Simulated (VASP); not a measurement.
# Ge (I4_1/amd) in VASP: a series of runs, part 2 of 2

VASP 6.6.1. Earlier steps stand in the parts before.

## Step 5: Relaxation of cell and atoms, PBEsol, target pressure 120 GPa, at which the enthalpy is minimised

This run uses another cell than the first one, of 11.26 Å³/atom.

Input file INCAR:

```
SYSTEM = Ge
ALGO     = Normal         ! electronic algorithm
EDIFF    = 1E-6           ! SCF threshold, eV
EDIFFG   = -0.005         ! ionic threshold
ENCUT    = 600            ! plane-wave cutoff, eV
GGA      = PS             ! functional
IBRION   = 2              ! ionic algorithm
ISIF     = 3              ! what is computed and relaxed
ISMEAR   = -1             ! smearing method
LASPH    = .TRUE.         ! aspherical terms in the spheres
LCHARG   = .FALSE.        ! write CHGCAR
LREAL    = .FALSE.        ! projectors in reciprocal space
LWAVE    = .FALSE.        ! write WAVECAR
NELM     = 60             ! most SCF steps
NSW      = 32             ! ionic steps
PREC     = Accurate       ! precision mode
PSTRESS  = 1200.0       
SIGMA    = 0.08           ! smearing width, eV
```

Input file KPOINTS:

```
k-points
0
G
  18 18 18
  0 0 0
```

Input file POSCAR:

```
Ge
1.0
   -2.1806365714      2.1806365714      1.1840854402
    2.1806365714     -2.1806365714      1.1840854402
    2.1806365714      2.1806365714     -1.1840854402
Ge
2
Direct
   -0.3750000000     -0.1250000000     -0.2500000000
    0.3750000000      0.1250000000      0.2500000000
```

Potentials or basis: VASP PAW PBE potentials, release 64 (Ge_d).

Command:

```console
$ cat potpaw_PBE.64/Ge_d/POTCAR > POTCAR
$ mpirun -np 1 vasp_std > vasp.out
```

OUTCAR:

```text
SYSTEM = Ge
   EDIFF = 1E-6
   EDIFFG = -0.005
   ENCUT = 600
   GGA = PS
   IBRION = 2
   ISIF = 3
   ISMEAR = -1
   LASPH = .TRUE.
   LREAL = .FALSE.
   NELM = 60
   NSW = 32
   PREC = Accurate
   PSTRESS = 1200.0

 ion  position               nearest neighbor table
   1  0.625  0.875  0.750-   2 2.26   2 2.26   2 2.26   2 2.26   2 2.81   2 2.81   2 2.81   2 2.81

   2  0.375  0.125  0.250-   1 2.26   1 2.26   1 2.26   1 2.26   1 2.81   1 2.81   1 2.81   1 2.81

  LATTYP: Found a body centered tetragonal cell.
 ALAT       =     4.3612731428
 C/A-ratio  =     0.5429999000

  Lattice vectors:

 A1 = (  -2.1806365714,   2.1806365714,   1.1840854402)
 A2 = (   2.1806365714,  -2.1806365714,   1.1840854402)
 A3 = (   2.1806365714,   2.1806365714,  -1.1840854402)

[... 256 lines left out ...]
  ext. energy  EPLUGINS =         0.00000000
  ---------------------------------------------------
  free energy    TOTEN  =        -6.18997078 eV

  energy without entropy =       -6.17885694  energy(sigma->0) =       -6.18441386

 E-fermi :  13.7730     XC(G=0): -14.2525

 val. band max:       13.7688419259   @ k =   0.4444   0.1667   0.0000
 cond. band min:      13.7850611064   @ k =   0.1111   0.1111  -0.0000
 fundamental gap:      0.0162191805
 Fermi energy:        13.7729860338

 k-point     1 :       0.0000    0.0000    0.0000
  band No.  band energies     occupation
      1     -12.2128      2.00000
      2     -12.0434      2.00000
      3     -12.0062      2.00000
      4     -11.9513      2.00000
      5     -11.4965      2.00000
      6     -11.4965      2.00000
[... 481 lines left out ...]
      5     -11.6069      2.00000
      6     -11.5477      2.00000
[... 10 lines left out ...]
     17      20.4598      0.00000
     18      22.1875      0.00000

 [... further k-points ...]

------------------------ aborting loop because EDIFF is reached ----------------------------------------

  FORCE on cell =-STRESS in cart. coord.  units (eV):
  Direction    XX          YY          ZZ          XY          YZ          ZX
  --------------------------------------------------------------------------------------
  -------------------------------------------------------------------------------------
  Total       16.8847207     16.8847207     16.8960304      0.0000000     -0.0000000     -0.0000000
  in kB     1199.8552484   1199.8552484   1200.6589368      0.0000000     -0.0000000     -0.0000000
  external PRESSURE =       0.1231445 kB  Pullay stress =    1200.0000000 kB
[... 21 lines left out ...]
  energy  without entropy=       -6.1788569442  energy(sigma->0) =       -6.18441386

  enthalpy is  TOTEN    =        10.6967868955 eV   P V=       16.8867576728

 reached required accuracy - stopping structural energy minimisation
```

OSZICAR:

```text
N       E                     dE             d eps       ncg     rms          rms(c)
DAV:   1     0.144781392115E+03    0.14478E+03   -0.15346E+04 19606   0.536E+03
[... 16 lines left out ...]
   2 F= 0.10696910E+02 E0= 0.10702468E+02  d E =0.891331E-04
       N       E                     dE             d eps       ncg     rms          rms(c)
DAV:   1    -0.619082736325E+01    0.26753E-01   -0.11130E-02 22326   0.278E+00    0.181E-01
DAV:   2    -0.619019600178E+01    0.63136E-03   -0.90177E-04 23176   0.804E-01    0.896E-02
DAV:   3    -0.618998115490E+01    0.21485E-03   -0.30688E-04 24638   0.447E-01    0.195E-02
DAV:   4    -0.618997055535E+01    0.10600E-04   -0.38517E-05 22400   0.141E-01    0.581E-03
DAV:   5    -0.618997077733E+01   -0.22198E-06   -0.81445E-07 11780   0.174E-02
   3 F= 0.10696787E+02 E0= 0.10702344E+02  d E =-.341040E-04
```

CONTCAR:

```text
Ge
   1.00000000000000
    -2.1811537810295447    2.1811537810295447    1.1847945384973642
     2.1811537810295447   -2.1811537810295447    1.1847945384973642
     2.1811537810295447    2.1811537810295447   -1.1847945384973642
  Ge
     2
Direct
     0.6250000000000000    0.8750000000000000    0.7500000000000000
     0.3750000000000000    0.1250000000000000    0.2500000000000000

  0.00000000E+00  0.00000000E+00  0.00000000E+00
  0.00000000E+00  0.00000000E+00  0.00000000E+00
```

It took 3.3 min on 1 thread of Intel Xeon 6975P-C (Granite Rapids), shared host; peak memory 0.32 GiB.

Results:

* Free energy: -6.1900 eV
* Relaxed volume: 11.27 Å³/atom
* Relaxed cell: a = 3.304 Å, b = 3.304 Å, c = 3.304 Å, α = 97.39°, β = 97.39°, γ = 137.98°
* Space group after relaxing (to 0.1 Å): I4_1/amd (No. 141)
* Energy change on relaxing (the run minimises the enthalpy): -9.1 meV/atom
* Ionic steps: 3
* Pressure after relaxing: 120.0 GPa
* Band gap on the k mesh: zero (bands 14 and 15 overlap by 9.39 eV)

Stress tensor (GPa, compression positive):
```
119.99   0.00   0.00
  0.00 119.99   0.00
  0.00   0.00 120.07
```

The path:
| step | energy change (eV) | largest force (eV/Å) | pressure (GPa) | volume (Å³) |
| --- | --- | --- | --- | --- |
| 1 | 0.0000 | 0.0000 | 120.27 | 22.52 |
| 2 | -0.0458 | 0.0000 | 118.92 | 22.58 |
| 3 | -0.0181 | 0.0000 | 120.01 | 22.55 |

Final structure:
```cif
data_structure
_symmetry_space_group_name_H-M 'P 1'
_symmetry_Int_Tables_number 1
_cell_length_a 3.3043
_cell_length_b 3.3043
_cell_length_c 3.3043
_cell_angle_alpha 97.387
_cell_angle_beta 97.387
_cell_angle_gamma 137.977
_cell_volume 22.55
loop_
_atom_site_label
_atom_site_type_symbol
_atom_site_fract_x
_atom_site_fract_y
_atom_site_fract_z
_atom_site_occupancy
Ge1 Ge 0.62500 0.87500 0.75000 1
Ge2 Ge 0.37500 0.12500 0.25000 1
```

Caveat: the cell is relaxed towards a set pressure, so the run minimises the enthalpy, not the energy; the PAW data sets were made with another functional, which shifts forces and pressure a little.

## Step 6: Overview

| task | cell | cutoff (eV) | gap on the mesh (eV) | pressure (GPa) |
| --- | --- | --- | --- | --- |
| relaxation of cell and atoms | relaxed to 120 GPa from a = 3.280 Å, angles 97.5, 97.5, 137.5°, 2 atoms | 600 | none | 120.0 |
| single point | a = 3.303 Å, angles 97.4, 97.4, 138.0°, 2 atoms | 520 | none | 120.4 |
| single point | a = 3.304 Å, angles 97.4, 97.4, 138.0°, 2 atoms | 520 | none | 120.3 |
| relaxation of cell and atoms | relaxed to 120 GPa from a = 3.303 Å, angles 97.4, 97.4, 138.0°, 2 atoms | 600 | none | 120.0 |

Alike in all rows: level PBEsol; potentials or basis VASP PAW PBE potentials, release 64 (Ge_d); no spin polarisation; k mesh 18 × 18 × 18; smearing fermi-dirac 0.08 eV.

Caveats: the PAW data sets were made with another functional, which shifts forces and pressure a little; the cell is relaxed towards a set pressure, so the run minimises the enthalpy, not the energy (at least some runs); the cell stands under pressure (at least some runs).

Absolute energies hang on the potentials; compare differences alone.
